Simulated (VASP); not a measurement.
Input of a VASP 6.6.1 run:

Contents of INCAR:

```
ALGO     = Normal         # electronic algorithm
EDIFF    = 1E-6           # SCF threshold, eV
ENCUT    = 520            # plane-wave cutoff, eV
GGA      = CA             # functional
ISIF     = 2              # what is computed and relaxed
ISMEAR   = -1             # smearing method
LASPH    = True           # aspherical terms in the spheres
LCHARG   = True           # write CHGCAR
LELF     = True           # ELF
LREAL    = False          # projectors in reciprocal space
LVHAR    = True         
LWAVE    = False          # write WAVECAR
NBANDS   = 12             # bands
NELM     = 80             # most SCF steps
PREC     = Accurate       # precision mode
SIGMA    = 0.05           # smearing width, eV
```

Contents of KPOINTS:

```
k-points
0
Gamma
  13 13 13
```

Contents of POSCAR:

```
As
1.0
    1.8797494575      1.0852738553      3.4857700000
   -1.8797494575      1.0852738553      3.4857700000
    0.0000000000     -2.1705477106      3.4857700000
As
2
Direct
    0.2275400000      0.2275400000      0.2275400000
    0.7724600000      0.7724600000      0.7724600000
```

Potentials or basis: VASP PAW LDA potentials, release 64 (As).

Command:

```sh
$ cat potpaw_LDA.64/As/POTCAR > POTCAR
$ mpirun -np 1 vasp_std > vasp.out
```

**Question.** Predict the band gap on the k mesh.

**Answer.** Zero (band 5 reaches 5.72 eV, above the bottom of band 6 at 5.37 eV).

**Question.** Estimate the largest force.

**Answer.** 0.139 eV/Å.

**Question.** Predict the pressure.

**Answer.** -1.1 GPa.

Forces on the atoms (eV/Å):
```
As   0.000  0.000  0.139
As   0.000  0.000 -0.139
```
